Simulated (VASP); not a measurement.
Set up this calculation in VASP 6.6.1, as the native input.

| Quantity | Value |
| --- | --- |
| Task | single point |
| Functional | PBE |
| Potentials or basis | VASP PAW PBE potentials, release 64 (Y_sv, Nb_sv, Tl_d) |
| Cutoff | 520 eV |
| k mesh | 6 × 6 × 4 |
| Occupations | gaussian, width 0.1 eV |
| Spin | collinear spin |
| Starting moments | [0.0, 1.0, 0.0] μB |
| Dipole correction | no |
| Further INCAR settings | ALGO = Normal; EDIFF = 1e-06; NBANDS = 30 |

The structure of YNbTl lies in POSCAR:

```
YNbTl
1.0
    4.7228336100      0.0000000000      0.0000000000
   -2.3614168000      4.0900938800      0.0000000000
    0.0000000000      0.0000000000      3.8225675000
Y Nb Tl
1 1 1
Direct
    0.0000000000      0.0000000000      0.0000000000
    0.6666666700      0.3333333300      0.5000000000
    0.3333333300      0.6666666700      0.5000000000
```

The cell was generated, and may not be a known phase.

These files were run (other wordings do the same):

INCAR

```
SYSTEM = YNbTl
  ALGO = Normal
  EDIFF = 1E-6
  ENCUT = 520
  GGA = PE
  ISIF = 2
  ISMEAR = 0
  ISPIN = 2
  LASPH = .TRUE.
  LCHARG = .TRUE.
  LELF = .TRUE.
  LMAXMIX = 4
  LORBIT = 11
  LREAL = .FALSE.
  LVHAR = .TRUE.
  LWAVE = .FALSE.
  MAGMOM = 0 1 0
  NBANDS = 30
  NELM = 150
  PREC = Accurate
  SIGMA = 0.1
```

KPOINTS

```
k-points
0
G
  6 6 4
  0 0 0
```

Potentials or basis: VASP PAW PBE potentials, release 64 (Y_sv, Nb_sv, Tl_d).

Command:

```console
$ cat potpaw_PBE.64/Y_sv/POTCAR potpaw_PBE.64/Nb_sv/POTCAR potpaw_PBE.64/Tl_d/POTCAR > POTCAR
$ mpirun -np 1 vasp_std > vasp.out
```

It gave:

- Pressure: 3.8 GPa
- Net moment: 1.07 μB per cell
- Site moments: Y +0.09; Nb +0.72; Tl -0.01 μB
- Valence electrons inside the program's atomic spheres: Y 9.48; Nb 10.66; Tl 11.53

Caveat: the k points lie up to 0.41 Å⁻¹ apart.

It took 73 s on 1 thread of Intel(R) Xeon(R) Platinum 8375C CPU @ 2.90GHz (Ice Lake) (shared host), peak memory 0.26 GiB.
